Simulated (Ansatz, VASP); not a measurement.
## C in VASP and in Ansatz

```xyz
8
Lattice="3.5569 0.0001 -0.0002 -1.1504 3.7352 -0.0003 -0.5154 -0.2282 3.9970" Properties=species:S:1:pos:R:3 pbc="T T T"
C    -0.0372    1.4264    3.1417
C     2.0275    0.1517    0.1588
C     2.3659    1.5420    2.2382
C     0.5498    0.0928    2.8394
C     2.1876    1.2924    3.8516
C     1.0611    2.4045    3.6040
C     1.7676    2.9496    2.4092
C     1.8340    0.2056    1.7404
```

Change from the starting cell: the structure that the rattled fcc type (Fm-3m, No. 225) fell into.

Alike in both runs: functional PBE; k mesh 8 × 8 × 8; occupations gaussian, width 0.02 eV; no spin polarisation.

Ansatz relaxed the structure, and its values are those at the end. VASP's run is a single point on that final structure, the one shown.

|  | VASP | Ansatz |
| --- | --- | --- |
| version | VASP 6.6.1 | Ansatz 0.2.0 |
| potentials or method | VASP PAW PBE potentials, release 64 (C_h), cutoff 910 eV | scalar-relativistic, plane waves, PAW |
| valence electrons in the cell | 32 | 32 |

|  | VASP | Ansatz | Ansatz less VASP |
| --- | --- | --- | --- |
| gap on the k mesh at the Fermi level (eV) | 2.13 | 2.13 | +0.003 |
| least direct gap on the mesh (eV) | 2.61 | 2.61 | +0.001 |
| rms of the force components (eV/Å) | 0.006 | 0.002 | -0.0042 |

The functional is the same, so the differences come from potentials, cutoffs and numerics.

Noted on VASP's run: the cutoff is under 1.25 times that of the potentials, so the pressure is a little rough.
